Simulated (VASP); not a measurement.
Write the native input for VASP 6.6.1 that does the following.

* Task: single point
* Functional: PBE
* Potentials or basis: VASP PAW PBE potentials, release 64 (Cd, Se)
* Cutoff: 520 eV
* k mesh: 6 × 6 × 4
* Occupations: gaussian, width 0.05 eV
* Spin: no spin polarisation
* Dipole correction: no
* Further INCAR settings: ALGO = Normal; EDIFF = 1e-07; NBANDS = 26

The structure of CdSe lies in POSCAR:

```
CdSe
1.0
    4.2984999142      0.0644774987      0.0000000000
   -2.0934108053      3.6903713745      0.0000000000
    0.0000000000      0.0000000000      7.0152000000
Cd Se
2 2
Direct
    0.6666666667      0.3333333333      0.0000000000
    0.3333333333      0.6666666667      0.5000000000
    0.6666666667      0.3333333333      0.3750000000
    0.3333333333      0.6666666667      0.8750000000
```

This cell differs from its parent crystal: strain +0.0300 x Voigt [0, 0, 0, 0, 0, 1].

The input as run:

INCAR

```
  ALGO = Normal
  EDIFF = 1E-7
  ENCUT = 520
  GGA = PE
  ISIF = 2
  ISMEAR = 0
  LASPH = T
  LCHARG = F
  LREAL = F
  LWAVE = F
  NBANDS = 26
  NELM = 80
  PREC = Accurate
  SIGMA = 0.05
```

KPOINTS

```
k-points
0
Gamma
  6 6 4
```

Potentials or basis: VASP PAW PBE potentials, release 64 (Cd, Se).

Command:

```sh
$ cat potpaw_PBE.64/Cd/POTCAR potpaw_PBE.64/Se/POTCAR > POTCAR
$ mpirun -np 1 vasp_std > vasp.out
```

It gave:

* Pressure: 3.4 GPa
* Largest force: 0.217 eV/Å
* Band gap on the k mesh: 0.62 eV

Caveat: the cell differs from its parent crystal (strain +0.0300 x Voigt [0, 0, 0, 0, 0, 1]); the cell stands under pressure.

Run time: 91 s on 1 thread of AMD EPYC 9R45 96-Core Processor (Zen 5) (shared host), peak memory 0.29 GiB.
